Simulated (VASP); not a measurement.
CaMg3O4, 8 atoms in the cell. The structure is cubic, space group Pm-3m (No. 221). Conventional cell: a = 4.399 Å, b = 4.399 Å, c = 4.399 Å, α = 90.00°, β = 90.00°, γ = 90.00°. Ca (site symmetry m-3m) has 6 O at 2.20 Å within 2.9 Å. Within 2.9 Å of Mg (site symmetry 4/mmm) lie 6 O at 2.20 Å. Within 2.9 Å of O (site symmetry 4/mmm) lie 2 Ca at 2.20 Å and 4 Mg at 2.20 Å. Within 2.9 Å of O (site symmetry m-3m) lie 6 Mg at 2.20 Å. 

- Program: VASP 6.6.1
- Task: single point
- Functional: PBEsol
- Potentials or basis: VASP PAW PBE potentials, release 64 (Ca_sv, Mg, O)
- Cutoff: 520 eV
- k mesh: 6 × 6 × 6
- Occupations: gaussian, width 0.02 eV
- Spin: no spin polarisation
- Dipole correction: no
- Further INCAR settings: ALGO = Normal; EDIFF = 1e-06; NBANDS = 30

Potentials or basis: VASP PAW PBE potentials, release 64 (Ca_sv, Mg, O).

The run is started by

```console
$ cat potpaw_PBE.64/Ca_sv/POTCAR potpaw_PBE.64/Mg/POTCAR potpaw_PBE.64/O/POTCAR > POTCAR
$ mpirun -np 1 vasp_std > vasp.out
```

Hardware: 1 thread of Intel(R) Xeon(R) Platinum 8259CL CPU @ 2.50GHz (Skylake/Cascade Lake) (shared host).

How long does it take, and how much memory?

Wall time 51 s on 1 thread of Intel(R) Xeon(R) Platinum 8259CL CPU @ 2.50GHz (Skylake/Cascade Lake) (shared host), peak memory 0.22 GiB. Counts: scf iterations 15, k points 20.
